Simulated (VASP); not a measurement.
Wanted: the native input for a VASP 6.6.1 run.

| Quantity | Value |
| --- | --- |
| Task | single point |
| Functional | PBE |
| Potentials or basis | VASP PAW PBE potentials, release 64 (In_d) |
| Cutoff | 520 eV |
| k mesh | 15 × 15 × 15 |
| Occupations | fermi-dirac, width 0.05 eV |
| Spin | no spin polarisation |
| Dipole correction | no |
| Further INCAR settings | ALGO = Normal; EDIFF = 1e-06; NBANDS = 12 |

The structure of In lies in POSCAR:

```
In
1.0
   -1.8263656953      1.8263656953      1.8263656953
    1.8263656953     -1.8263656953      1.8263656953
    1.8263656953      1.8263656953     -1.8263656953
In
1
Direct
    0.0000000000      0.0000000000      0.0000000000
```

This cell differs from its parent crystal: volume scaled by 0.878, to set the pressure.

These files were run (other wordings do the same):

INCAR

```
SYSTEM = In
PREC = Accurate ; ENCUT = 520
EDIFF = 1E-6 ; ISMEAR = -1
SIGMA = 0.05 ; LREAL = .False.
LASPH = .True. ; NELM = 60
ALGO = Normal ; ISIF = 2
LWAVE = .False. ; LCHARG = .True.
GGA = PE ; LELF = .True.
LVHAR = .True. ; NBANDS = 12
```

KPOINTS

```
Automatic mesh
0
Gamma
  15 15 15
  0 0 0
```

Potentials or basis: VASP PAW PBE potentials, release 64 (In_d).

Command:

```sh
$ cat potpaw_PBE.64/In_d/POTCAR > POTCAR
$ mpirun -np 1 vasp_std > vasp.out
```

Results of the run:

The pressure is 6.2 GPa.

Caveat: the cell differs from its parent crystal (volume scaled by 0.878, to set the pressure).

It took 24 s on 1 thread of AMD EPYC 7R43 64-Core Processor (Zen 3), with other jobs on the host, peak memory 0.12 GiB.
